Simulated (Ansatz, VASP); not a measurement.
Two plane-wave programs on GaN

```
CELL_PARAMETERS angstrom
3.18000 0.00000 0.00000
-1.59000 2.75396 0.00000
0.00000 0.00000 5.16600
ATOMIC_POSITIONS crystal
Ga 0.33333 0.66667 0.00000
Ga 0.66667 0.33333 0.50000
N 0.33333 0.66667 0.37500
N 0.66667 0.33333 0.87500
```

Alike in both runs: task relaxation of cell and atoms; functional PBE; k mesh 12 × 12 × 6; occupations gaussian, width 0.02 eV; no spin polarisation.

```csv
,VASP,Ansatz
version,VASP 6.6.1,Ansatz 0.2.0
potentials or method,"VASP PAW PBE potentials, release 64 (Ga_d, N), cutoff 600 eV","scalar-relativistic, plane waves, PAW"
valence electrons in the cell,36,36
```

VASP gave:

| Property | Result |
| --- | --- |
| gap on the k mesh at the Fermi level, each at its own relaxed structure (eV) | 1.71 |
| relaxed volume (Å³/atom) | 11.76 |
| relaxed cell length with the largest relative difference (Å) | 3.218 |

Problem. Which values does Ansatz return?

Solution. gap on the k mesh at the Fermi level, each at its own relaxed structure (eV): 1.71; relaxed volume (Å³/atom): 11.76; relaxed cell length with the largest relative difference (Å): 3.219.
